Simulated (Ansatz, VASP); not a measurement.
# Ge: VASP beside Ansatz

Contents of INCAR:

```
ALGO     = Normal         # electronic algorithm
EDIFF    = 1E-7           # SCF threshold, eV
ENCUT    = 520            # plane-wave cutoff, eV
GGA      = PE             # functional
ISIF     = 2              # what is computed and relaxed
ISMEAR   = 0              # smearing method
LASPH    = T              # aspherical terms in the spheres
LCHARG   = F              # write CHGCAR
LREAL    = F              # projectors in reciprocal space
LWAVE    = F              # write WAVECAR
NBANDS   = 21             # bands
NELM     = 80             # most SCF steps
PREC     = Accurate       # precision mode
SIGMA    = 0.15           # smearing width, eV
```

Contents of KPOINTS:

```
k-points
0
Gamma
  14 14 14
```

The input POSCAR:

```
Ge
1.0
    0.0000000000      2.8805347716      2.8517294239
    2.8805347716      0.0000000000      2.8517294239
    2.8805347716      2.8805347716      0.0000000000
Ge
2
Direct
    0.5000000000      0.5000000000      0.5000000000
    0.7500000000      0.7500000000      0.7500000000
```

Input for Ansatz:

```yaml
crystal:
  lattice:
    - [0.0, 2.8805347716, 2.8517294239]
    - [2.8805347716, 0.0, 2.8517294239]
    - [2.8805347716, 2.8805347716, 0.0]
  atoms:
    - { symbol: Ge, position: [0.5, 0.5, 0.5] }
    - { symbol: Ge, position: [0.75, 0.75, 0.75] }
basis:
  ecutwfc: 420
kpoints:
  mp_grid: { grid: [14, 14, 14] }
hamiltonian:
  xc: pbe
scf:
  occupations: { method: gaussian, width: 0.15 }
output:
  forces: true
  stress: true
  eigenvalues: true
```

Change from the starting cell: engineering shear strain xy +0.0000, normal strain along z -0.0100.

Alike in both runs: task single point; functional PBE; k mesh 14 × 14 × 14; occupations gaussian, width 0.15 eV; no spin polarisation.

|  | VASP | Ansatz |
| --- | --- | --- |
| version | VASP 6.6.1 | Ansatz 0.2.0 |
| potentials or method | VASP PAW PBE potentials, release 64 (Ge_d), cutoff 520 eV | scalar-relativistic, plane waves, PAW |
| valence electrons in the cell | 28 | 28 |

|  | VASP | Ansatz | Ansatz less VASP |
| --- | --- | --- | --- |
| gap on the k mesh at the Fermi level (eV) | 0.07 | 0.07 | -0.001 |
| least direct gap on the mesh (eV) | 0.07 | 0.07 | 0.000 |
| pressure (GPa) | 0.5 | 0.6 | +0.11 |
| traceless stress, the component that is largest in VASP (GPa) | 0.44 | 0.44 | 0.000 |

The functional is the same, so the differences come from potentials, cutoffs and numerics.
